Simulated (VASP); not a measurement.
The system is LiF.

```
CELL_PARAMETERS angstrom
0.00000 2.01400 2.01400
2.01400 0.00000 2.01400
2.01400 2.01400 0.00000
ATOMIC_POSITIONS crystal
Li 0.00000 0.00000 0.00000
F 0.50000 0.50000 0.50000
```

| Item | Value |
| --- | --- |
| Program | VASP 6.6.1 |
| Task | relaxation of cell and atoms |
| Functional | r2SCAN |
| Potentials or basis | VASP PAW PBE potentials, release 64 (Li_sv, F) |
| Cutoff | 600 eV |
| k mesh | 10 × 10 × 10 |
| Occupations | fermi-dirac, width 0.005 eV |
| Spin | no spin polarisation |

At the start: pressure -3.2 GPa; volume 8.17 Å³/atom.

Problem. How do energy, volume and symmetry change on relaxing?

Solution. Over 4 steps the energy falls by 3.7 meV/atom and the volume is 7.84 Å³/atom (-4.0 %); space group Fm-3m (No. 225, to 0.1 Å) before and after.

The path:
```tsv
step	energy change (eV)	largest force (eV/Å)	pressure (GPa)	volume (Å³)
1	0.0000	0.0000	-3.25	16.34
2	-0.0060	0.0000	-1.48	15.95
3	-0.0072	0.0000	-0.38	15.75
4	-0.0073	0.0000	-0.01	15.68
```

Final structure:
```xyz
2
Lattice="0.0000 1.9868 1.9868 1.9868 0.0000 1.9868 1.9868 1.9868 0.0000" Properties=species:S:1:pos:R:3 pbc="T T T"
Li    1.9868    1.9868    3.9735
F     1.9868    1.9868    1.9868
```

Caveat: the cutoff is under 1.25 times the usual one of these potentials, so pressure, stress and relaxed cells hold a basis-set (Pulay) error; the PAW data sets were made with another functional, which shifts forces and pressure a little.
